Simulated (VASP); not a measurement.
# Te (P3_121) in VASP: notebook

Te is run at these levels: PBEsol; tasks: relaxation of cell and atoms.

All numbers are computed with VASP 6.6.1; they aren't measurements. Logs are shortened: lines on timing, memory, paths and dates and some standing lists are left out, and cuts for length are marked.

## Step 1: The cell of the first run

The structure is trigonal, space group P3_121 (No. 152). Conventional cell: a = 4.454 Å, b = 4.454 Å, c = 5.924 Å, α = 90.00°, β = 90.00°, γ = 120.00°. Within 3.8 Å of Te (site symmetry 2) lie 6 Te at 2.86 to 3.47 Å.

## Step 2: Relaxation of cell and atoms, PBEsol, target pressure 10 GPa, at which the enthalpy is minimised

Contents of INCAR:

```
PREC = Accurate
ENCUT = 600
EDIFF = 1E-6
ISMEAR = -1
SIGMA = 0.05
LREAL = False
LASPH = True
NELM = 100
ALGO = Normal
ISIF = 3
LWAVE = False
LCHARG = False
GGA = PS
IBRION = 2
NSW = 60
EDIFFG = -0.01
PSTRESS = 100.0
```

Contents of KPOINTS:

```
Automatic mesh
0
Gamma
  7 7 5
```

Contents of POSCAR:

```
Te
1.0
    4.4540000000      0.0000000000      0.0000000000
   -2.2270000000      3.8572771485      0.0000000000
    0.0000000000      0.0000000000      5.9240000000
Te
3
Direct
    0.7310000000      0.7310000000      0.0000000000
    0.0000000000      0.2690000000      0.6666666667
    0.2690000000      0.0000000000      0.3333333333
```

Potentials or basis: VASP PAW PBE potentials, release 64 (Te).

Run with:

```console
cat potpaw_PBE.64/Te/POTCAR > POTCAR
mpirun -np 1 vasp_std > vasp.out
```

OUTCAR:

```text
PREC = Accurate
   ENCUT = 600
   EDIFF = 1E-6
   ISMEAR = -1
   LREAL = False
   LASPH = True
   NELM = 100
   ISIF = 3
   GGA = PS
   IBRION = 2
   NSW = 60
   EDIFFG = -0.01
   PSTRESS = 100.0

 ion  position               nearest neighbor table
   1  0.731  0.731  0.000-   3 2.86   2 2.86   3 3.47   2 3.47   2 3.47   3 3.47
   2  0.000  0.269  0.667-   1 2.86   3 2.86   1 3.47   1 3.47   3 3.47   3 3.47
   3  0.269  0.000  0.333-   1 2.86   2 2.86   1 3.47   1 3.47   2 3.47   2 3.47

  LATTYP: Found a hexagonal cell.
 ALAT       =     4.4540000000
 C/A-ratio  =     1.3300404131

  Lattice vectors:

 A1 = (   4.4540000000,   0.0000000000,   0.0000000000)
 A2 = (  -2.2270000000,   3.8572771485,   0.0000000000)
 A3 = (   0.0000000000,   0.0000000000,   5.9240000000)

Analysis of symmetry for initial positions (statically):
=====================================================================
 Subroutine PRICEL returns:
 Original cell was already a primitive cell.

 Routine SETGRP: Setting up the symmetry group for a
 hexagonal supercell.

 Subroutine GETGRP returns: Found  6 space group operations
 (whereof  2 operations were pure point group operations)
 out of a pool of 24 trial point group operations.

The static configuration has the point symmetry C_2 .
 The point group associated with its full space group is D_3 .

Analysis of symmetry for dynamics (positions and initial velocities):
=====================================================================
 Subroutine PRICEL returns:
 Original cell was already a primitive cell.

 Routine SETGRP: Setting up the symmetry group for a
 hexagonal supercell.

 Subroutine GETGRP returns: Found  6 space group operations
 (whereof  2 operations were pure point group operations)
 out of a pool of 24 trial point group operations.

The dynamic configuration has the point symmetry C_2 .
 The point group associated with its full space group is D_3 .

 Subroutine INISYM returns: Found  6 space group operations
 (whereof  2 operations are pure point group operations),
 and found     1 'primitive' translations

----------------------------------------------------------------------------------------

                                     Primitive cell

  volume of cell :     101.7762

  direct lattice vectors                    reciprocal lattice vectors
     4.454000000  0.000000000  0.000000000     0.224517288  0.129625117  0.000000000
    -2.227000000  3.857277149  0.000000000     0.000000000  0.259250233  0.000000000
     0.000000000  0.000000000  5.924000000     0.000000000  0.000000000  0.168804862

  length of vectors
     4.454000000  4.454000000  5.924000000     0.259250233  0.259250233  0.168804862

  position of ions in fractional coordinates (direct lattice)
     0.731000000  0.731000000  0.000000000
     0.000000000  0.269000000  0.666666667
     0.269000000  0.000000000  0.333333333

  ion indices of the primitive-cell ions
   primitive index   ion index
                 1           1
                 2           2
                 3           3

----------------------------------------------------------------------------------------

 KPOINTS: Automatic mesh

Automatic generation of k-mesh.
 Grid dimensions read from file:
 generate k-points for:    7    7    5

 Generating k-lattice:

  Cartesian coordinates                     Fractional coordinates (reciprocal lattice)
     0.032073898  0.018517874  0.000000000     0.142857143  0.000000000  0.000000000
     0.000000000  0.037035748  0.000000000     0.000000000  0.142857143  0.000000000
     0.000000000  0.000000000  0.033760972     0.000000000  0.000000000  0.200000000

  Length of vectors
     0.037035748  0.037035748  0.033760972

  Shift w.r.t. Gamma in fractional coordinates (k-lattice)
     0.000000000  0.000000000  0.000000000

 Subroutine IBZKPT returns following result:
 ===========================================

 Found     32 irreducible k-points:

 Following reciprocal coordinates:
            Coordinates               Weight
  0.000000  0.000000  0.000000      1.000000
  0.142857  0.000000  0.000000      6.000000
  0.285714  0.000000  0.000000      6.000000
  0.428571  0.000000  0.000000      6.000000
  0.142857  0.142857  0.000000      6.000000
  0.285714  0.142857  0.000000     12.000000
[... 16 lines left out ...]
  0.000000  0.142857  0.400000      6.000000
  0.285714  0.000000  0.400000      6.000000
 [... further k-points ...]
   k-points           NKPTS =     32   k-points in BZ     NKDIM =     32   number of bands    NBANDS=     13
   number of dos      NEDOS =    301   number of ions     NIONS =      3
   total plane-waves  NPLWV =  62208
   dimension x,y,z NGX =    36 NGY =   36 NGZ =   48
   dimension x,y,z NGXF=    72 NGYF=   72 NGZF=   96
   ions per type =               3
   NGX,Y,Z   is equivalent  to a cutoff of  13.44, 13.44, 13.47 a.u.
   NGXF,Y,Z  is equivalent  to a cutoff of  26.87, 26.87, 26.94 a.u.
 SYSTEM =  unknown system
   PREC   = accura    normal or accurate (medium, high low for compatibility)
   ISTART =      0    job   : 0-new  1-cont  2-samecut
   ICHARG =      2    charge: 1-file 2-atom 10-const
   ISPIN  =      1    spin polarized calculation?
   LNONCOLLINEAR =      F non collinear calculations
   LSORBIT =      F    spin-orbit coupling
   LASPH  =      T    aspherical Exc in radial PAW
   ENCUT  =  600.0 eV  44.10 Ry    6.64 a.u.   8.90  8.90 11.83*2*pi/ulx,y,z
   NELM   =    100;   NELMIN=  2; NELMDL= -5     # of ELM steps
   EDIFF  = 0.1E-05   stopping-criterion for ELM
   LREAL  =      F    real-space projection
   EDIFFG = -.1E-01   stopping-criterion for IOM
   NSW    =     60    number of steps for IOM
   IBRION =      2    ionic relax: 0-MD 1-quasi-New 2-CG
   NFREE  =      1    steps in history (QN), initial steepest desc. (CG)
   ISIF   =      3    stress and relaxation
   ISYM   =      2    0-nonsym 1-usesym 2-fastsym
   POTIM  = 0.5000    time-step for ionic-motion
   TEBEG  =    0.0;   TEEND  =   0.0 temperature during run
   PSTRESS=  100.0 pullay stress
   NELECT =      18.0000    total number of electrons
   NUPDOWN=      -1.0000    fix difference up-down
   EMIN   =  10.00;   EMAX   =-10.00  energy-range for DOS
[... 5 lines left out ...]
     AMIX     =   0.40;   BMIX     =  1.00
     AMIX_MAG =   1.60;   BMIX_MAG =  1.00
  volume/ion in A,a.u.               =      33.93       228.94
  Fermi-wavevector in a.u.,A,eV,Ry     =   0.918933  1.736531 11.489263  0.844437
  Thomas-Fermi vector in A             =   2.044070
   LORBIT       =      0    0 simple, 1 ext, 2 COOP (PROOUT), +10 PAW based schemes
   GGA     = PS    functional components
   LHFCALC =     F    Hartree Fock is set to
   AEXX    =    0.0000 exact exchange contribution
   IVDW    =     0    specifies the selected vdW correction
   LEPSILON=     F    determine dielectric tensor
   LRPA    =     F    only Hartree local field effects (RPA)
 conjugate gradient relaxation of ions
 non-spin polarized calculation
  energy-cutoff  :      600.00
  volume of cell :      101.78
 maximum number of plane-waves:      3412
   NGX = 17   NGY = 17   NGZ = 23

--------------------------------------- Ionic step        1  -------------------------------------------

 number of electron      17.9999999 magnetization

 Free energy of the ion-electron system (eV)
  ---------------------------------------------------
  ext. energy  EPLUGINS =         0.00000000
  ---------------------------------------------------
  free energy    TOTEN  =       -10.54636789 eV

  energy without entropy =      -10.54624942  energy(sigma->0) =      -10.54630865

------------------------ aborting loop because EDIFF is reached ----------------------------------------

  FORCE on cell =-STRESS in cart. coord.  units (eV):
  Direction    XX          YY          ZZ          XY          YZ          ZX
  --------------------------------------------------------------------------------------
  -------------------------------------------------------------------------------------
  Total       -0.6163509     -0.6163509     -0.4299897      0.0000000     -0.0000000      0.0000000
  in kB       -9.7026977     -9.7026977     -6.7689685      0.0000000     -0.0000000      0.0000000
  external PRESSURE =    -108.7247880 kB  Pullay stress =     100.0000000 kB
[... 100 lines left out ...]
  energy  without entropy=      -10.2278130961  energy(sigma->0) =      -10.22792915

  enthalpy is  TOTEN    =        -4.7742626015 eV   P V=        5.4537826023

 E-fermi :   8.1506     XC(G=0):  -9.9139

 val. band max:        7.8724199620   @ k =   0.2857   0.2857   0.4000
 cond. band min:       8.3639843677   @ k =   0.0000   0.0000   0.4000
 fundamental gap:      0.4915644057
 Fermi energy:         8.1506245251

 k-point     1 :       0.0000    0.0000    0.0000
  band No.  band energies     occupation
      1      -6.9817      2.00000
      2      -2.8851      2.00000
      3      -2.8851      2.00000
      4       4.2866      2.00000
      5       4.9956      2.00000
      6       4.9956      2.00000
      7       5.9257      2.00000
      8       5.9257      2.00000
      9       6.8421      2.00000
     10       9.1406      0.00000
     11       9.1406      0.00000
     12       9.6961      0.00000
     13      12.5297      0.00000
[... 354 lines left out ...]
  band No.  band energies     occupation
      1      -5.7123      2.00000
      2      -4.8816      2.00000
      3      -1.5055      2.00000
      4       2.5107      2.00000
      5       3.8538      2.00000
      6       4.1273      2.00000
      7       5.1669      2.00000
      8       5.2877      2.00000
      9       6.0654      2.00000
     10       9.7741      0.00000
     11      10.3681      0.00000
     12      11.0699      0.00000
     13      12.3480      0.00000

 [... further k-points ...]

 E-fermi :  10.4420     XC(G=0): -10.9312

 val. band max:       10.4359483999   @ k =   0.0000   0.2857   0.2000
 cond. band min:      10.4458160638   @ k =   0.1429   0.0000   0.0000
 fundamental gap:      0.0098676638
 Fermi energy:        10.4420273511

 k-point     1 :       0.0000    0.0000    0.0000
  band No.  band energies     occupation
      1      -5.2548      2.00000
      2      -2.1082      2.00000
      3      -2.1082      2.00000
      4       7.5681      2.00000
      5       7.5681      2.00000
      6      10.3219      1.83415
      7      10.7605      0.00342
      8      10.7605      0.00342
      9      11.2635      0.00000
     10      13.0672      0.00000
     11      13.0672      0.00000
     12      14.9992      0.00000
     13      15.5648      0.00000
[... 354 lines left out ...]
  band No.  band energies     occupation
      1      -3.5518      2.00000
      2      -2.8862      2.00000
      3       0.7285      2.00000
      4       4.8348      2.00000
      5       5.8239      2.00000
      6       6.1533      2.00000
      7       8.2514      2.00000
      8       8.9307      2.00000
      9       9.3700      2.00000
     10      12.1798      0.00000
     11      13.0308      0.00000
     12      13.9739      0.00000
     13      14.5306      0.00000

 [... further k-points ...]

[... ionic steps 4 to 24 ...]

--------------------------------------- Ionic step       25  -------------------------------------------

 number of electron      17.9999999 magnetization

------------------------ aborting loop because EDIFF is reached ----------------------------------------
[... 73 lines left out ...]
--------------------------------------- Ionic step       27  -------------------------------------------

 number of electron      17.9999999 magnetization

 Free energy of the ion-electron system (eV)
  ---------------------------------------------------
  ext. energy  EPLUGINS =         0.00000000
  ---------------------------------------------------
  free energy    TOTEN  =       -10.00052095 eV

  energy without entropy =       -9.99312092  energy(sigma->0) =       -9.99682093

 E-fermi :   9.6020     XC(G=0): -10.6241

 val. band max:        9.5879327374   @ k =   0.4286   0.0000   0.0000
 cond. band min:       9.6517004637   @ k =   0.1429   0.0000   0.0000
 fundamental gap:      0.0637677263
 Fermi energy:         9.6020354421

 k-point     1 :       0.0000    0.0000    0.0000
  band No.  band energies     occupation
      1      -5.7096      2.00000
      2      -2.3230      2.00000
      3      -2.3230      2.00000
      4       7.4896      2.00000
      5       7.4896      2.00000
      6       8.8714      2.00000
      7       8.8719      2.00000
      8       8.8719      2.00000
      9       8.8725      2.00000
     10      11.5996      0.00000
     11      11.5996      0.00000
     12      13.2431      0.00000
     13      13.9645      0.00000
[... 354 lines left out ...]
  band No.  band energies     occupation
      1      -4.1543      2.00000
      2      -3.4336      2.00000
      3       0.0036      2.00000
      4       4.6088      2.00000
      5       4.7699      2.00000
      6       5.8156      2.00000
      7       7.0745      2.00000
      8       7.3944      2.00000
      9       7.7610      2.00000
     10      11.8486      0.00000
     11      12.1830      0.00000
     12      13.0959      0.00000
     13      13.2011      0.00000

 [... further k-points ...]
[... 5 lines left out ...]
  --------------------------------------------------------------------------------------
  -------------------------------------------------------------------------------------
  Total        4.7313843      4.7313843      4.7826328      0.0000000      0.0000000      0.0000000
  in kB       99.3783553     99.3783553    100.4547824      0.0000000      0.0000000      0.0000000
  external PRESSURE =      -0.2628357 kB  Pullay stress =     100.0000000 kB
[... 22 lines left out ...]
  energy  without entropy=       -9.9931209238  energy(sigma->0) =       -9.99682093

  enthalpy is  TOTEN    =        -5.2395402507 eV   P V=        4.7609806952

 reached required accuracy - stopping structural energy minimisation
```

It took 8.3 min on 1 thread of Intel Xeon Platinum 8488C (Sapphire Rapids), shared host; peak memory 0.27 GiB.

What came out:

| Quantity | Value |
| --- | --- |
| Free energy | -10.0005 eV |
| Relaxed volume | 25.43 Å³/atom |
| Relaxed cell | a = 3.666 Å, b = 3.666 Å, c = 6.552 Å, α = 90.00°, β = 90.00°, γ = 120.00° |
| Space group after relaxing (to 0.05 Å) | R-3m (No. 166) |
| Energy change on relaxing (the enthalpy is what falls) | +181.9 meV/atom |
| Ionic steps | 27 |
| Pressure after relaxing | 10.0 GPa |
| Band gap on the k mesh | zero (band 9 reaches 10.65 eV, above the bottom of band 10 at 7.88 eV) |

Stress tensor (GPa, compression positive):
```
 9.94  0.00  0.00
 0.00  9.94  0.00
 0.00  0.00 10.05
```

Step by step:
```tsv
step	energy change (eV)	largest force (eV/Å)	pressure (GPa)	volume (Å³)
1	0.0000	0.1261	-0.87	101.78
2	2.3795	2.9197	36.85	71.49
3	0.3183	1.0814	9.46	87.38
4	0.3491	1.1250	10.01	86.87
5	0.3221	0.7144	10.36	84.13
6	0.4985	0.2384	12.96	79.01
7	0.1520	0.0158	4.54	85.28
8	0.3241	0.1306	9.39	81.35
9	0.3271	0.1326	9.46	81.30
10	0.3403	0.1243	9.46	80.94
11	0.3849	0.0707	9.60	79.81
12	0.4850	0.0161	9.96	77.36
13	1.0322	0.1890	13.96	71.82
14	0.5226	0.0031	10.21	76.71
15	0.5363	0.0184	10.24	76.48
16	0.7170	0.1766	11.61	74.22
17	0.5492	0.0294	10.34	76.26
18	0.6199	0.1010	10.89	75.26
19	0.5593	0.0403	10.43	76.09
20	0.5671	0.0488	10.47	75.97
21	0.4884	0.0795	6.32	78.13
22	0.5557	0.0514	10.13	76.14
23	0.5303	0.0240	9.71	76.54
24	0.5346	0.0287	9.78	76.47
25	0.5460	0.0130	10.06	76.28
26	0.5475	0.0109	10.07	76.26
27	0.5458	0.0004	9.97	76.28
```

Final structure:
```
Te
1.0
     3.66647    0.00000    0.00000
    -1.83324    3.17526    0.00000
     0.00000    0.00000    6.55208
Te
3
Direct
  0.66663 0.66663 0.00000
  0.00000 0.33337 0.66667
  0.33337 0.00000 0.33333
```

Levels at points of the mesh, in eV from the Fermi level:
```
           k point  band 6  band 7  band 8  band 9  band 10  band 11  band 12  band 13
(0.00, 0.00, 0.00)   -0.73   -0.73   -0.73   -0.73     2.00     2.00     3.64     4.36
```

Caveat: the cell is relaxed towards a set pressure, so the enthalpy falls and the energy may rise; the volume moved by over 15 % at a fixed basis, so the end points are rough; the PAW data sets were made with another functional, which shifts forces and pressure a little; spin-orbit coupling is left out, which moves the levels of the heavy elements.

## Step 3: Relaxation of cell and atoms, PBEsol, target pressure 20 GPa, at which the enthalpy is minimised

Contents of INCAR:

```
SYSTEM = Te
ALGO = Normal ; EDIFF = 1E-6
EDIFFG = -0.01 ; ENCUT = 600
GGA = PS ; IBRION = 2
ISIF = 3 ; ISMEAR = -1
LASPH = .TRUE. ; LCHARG = .FALSE.
LREAL = .FALSE. ; LWAVE = .FALSE.
NELM = 100 ; NSW = 60
PREC = Accurate ; PSTRESS = 200.0
SIGMA = 0.05
```

Contents of KPOINTS:

```
k-points
0
G
  7 7 5
  0 0 0
```

POSCAR is that of step 2.

Potentials or basis: VASP PAW PBE potentials, release 64 (Te).

Run with:

```console
cat potpaw_PBE.64/Te/POTCAR > POTCAR
mpirun -np 1 vasp_std > vasp.out
```

It used 480 s of CPU time on 1 thread of Intel(R) Xeon(R) Platinum 8488C (Sapphire Rapids), with other jobs on the host.

Results (log left out):

```yaml
Free_energy: -9.3809 eV
Relaxed_volume: 23.15 Å³/atom
Relaxed_cell: a = 3.498 Å, b = 3.498 Å, c = 6.553 Å, α = 90.00°, β = 90.00°, γ = 120.00°
Space_group_after_relaxing_to_0.05_Å: R-3m (No. 166)
Energy_change_on_relaxing_the_enthalpy_is_what_falls: +388.5 meV/atom
Ionic_steps: 24
Pressure_after_relaxing: 20.0 GPa
Largest_force_after_relaxing: 0.007 eV/Å
Band_gap_on_the_k_mesh: zero (band 9 reaches 12.61 eV, above the bottom of band 10 at 9.06 eV)
```

Forces on the atoms (eV/Å):
```
Te   0.003  0.006  0.000
Te   0.003 -0.006  0.000
Te  -0.007  0.000  0.000
```

The path:
| step | energy change (eV) | largest force (eV/Å) | pressure (GPa) | volume (Å³) |
| --- | --- | --- | --- | --- |
| 1 | 0.0000 | 0.1261 | -0.87 | 101.78 |
| 2 | 14.0568 | 9.7982 | 164.88 | 49.57 |
| 3 | 0.6921 | 1.5604 | 15.38 | 82.59 |
| 4 | 0.9003 | 1.7758 | 18.33 | 80.59 |
| 5 | 1.0368 | 1.9071 | 20.18 | 79.45 |
| 6 | 1.0205 | 0.9163 | 21.46 | 75.54 |
| 7 | 1.3305 | 0.3800 | 25.52 | 71.38 |
| 8 | 2.5399 | 0.4950 | 41.23 | 62.82 |
| 9 | 1.6731 | 0.1816 | 29.64 | 68.34 |
| 10 | 0.8392 | 0.0408 | 16.29 | 72.89 |
| 11 | 0.8707 | 0.0314 | 16.93 | 72.63 |
| 12 | 0.9348 | 0.0781 | 17.30 | 71.66 |
| 13 | 1.3510 | 0.1350 | 20.27 | 68.51 |
| 14 | 1.0874 | 0.1489 | 18.47 | 70.17 |
| 15 | 1.0685 | 0.1446 | 18.30 | 70.32 |
| 16 | 1.2267 | 0.1296 | 21.19 | 69.02 |
| 17 | 1.1646 | 0.1360 | 20.07 | 69.50 |
| 18 | 1.1725 | 0.1172 | 20.13 | 69.42 |
| 19 | 1.1993 | 0.0627 | 20.37 | 69.19 |
| 20 | 1.1518 | 0.0316 | 19.62 | 69.56 |
| 21 | 1.1494 | 0.0300 | 19.62 | 69.58 |
| 22 | 1.1674 | 0.0043 | 20.04 | 69.42 |
| 23 | 1.1659 | 0.0064 | 20.01 | 69.44 |
| 24 | 1.1655 | 0.0069 | 20.00 | 69.44 |

Final structure:
```
CELL_PARAMETERS angstrom
3.49786 0.00000 0.00000
-1.74893 3.02923 0.00000
0.00000 0.00000 6.55345
ATOMIC_POSITIONS crystal
Te 0.66623 0.66623 0.00000
Te 0.00000 0.33377 0.66667
Te 0.33377 0.00000 0.33333
```

Levels at points of the mesh, in eV from the Fermi level:
```tsv
k point	band 6	band 7	band 8	band 9	band 10	band 11	band 12	band 13
(0.00, 0.00, 0.00)	-0.29	-0.28	-0.28	-0.28	2.50	2.50	4.31	4.55
```

Caveat: the cell is relaxed towards a set pressure, so the enthalpy falls and the energy may rise; the volume moved by over 15 % at a fixed basis, so the end points are rough; the PAW data sets were made with another functional, which shifts forces and pressure a little; spin-orbit coupling is left out, which moves the levels of the heavy elements.

(Continued in part 2 of 2.)
